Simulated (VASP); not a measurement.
GaN:

```
CELL_PARAMETERS angstrom
3.18000 0.00000 0.00000
-1.59000 2.75396 0.00000
0.00000 0.00000 5.16600
ATOMIC_POSITIONS crystal
Ga 0.33333 0.66667 0.00000
Ga 0.66667 0.33333 0.50000
N 0.33333 0.66667 0.37500
N 0.66667 0.33333 0.87500
```

- Program: VASP 6.6.1
- Task: relaxation of cell and atoms
- Functional: RPBE
- Potentials or basis: VASP PAW PBE potentials, release 64 (Ga_d, N)
- Cutoff: 600 eV
- k mesh: 12 × 12 × 4
- Occupations: gaussian, width 0.01 eV
- Spin: no spin polarisation

At the start: pressure 11.1 GPa; volume 11.31 Å³/atom.

**Question.** How do energy, volume and symmetry change on relaxing?

**Answer.** Over 7 steps the energy falls by 24.0 meV/atom and the volume is 12.03 Å³/atom (+6.4 %); space group P6_3mc (No. 186, to 0.05 Å).

Step by step:
```csv
step,energy change (eV),largest force (eV/Å),pressure (GPa),volume (Å³)
1,0.0000,0.1384,11.14,45.24
2,-0.0374,0.0462,-7.14,50.59
3,-0.0959,0.0117,-0.03,48.12
4,-0.0959,0.0137,0.12,48.07
5,-0.0959,0.0085,0.13,48.07
6,-0.0959,0.0052,0.12,48.07
7,-0.0960,0.0027,-0.07,48.13
```

Final structure:
```
CELL_PARAMETERS angstrom
3.24339 0.00000 0.00000
-1.62169 2.80886 0.00000
0.00000 0.00000 5.28340
ATOMIC_POSITIONS crystal
Ga 0.33333 0.66667 0.99905
Ga 0.66667 0.33333 0.49906
N 0.33333 0.66667 0.37595
N 0.66667 0.33333 0.87594
```

Caveat: the PAW data sets were made with another functional, which shifts forces and pressure a little.
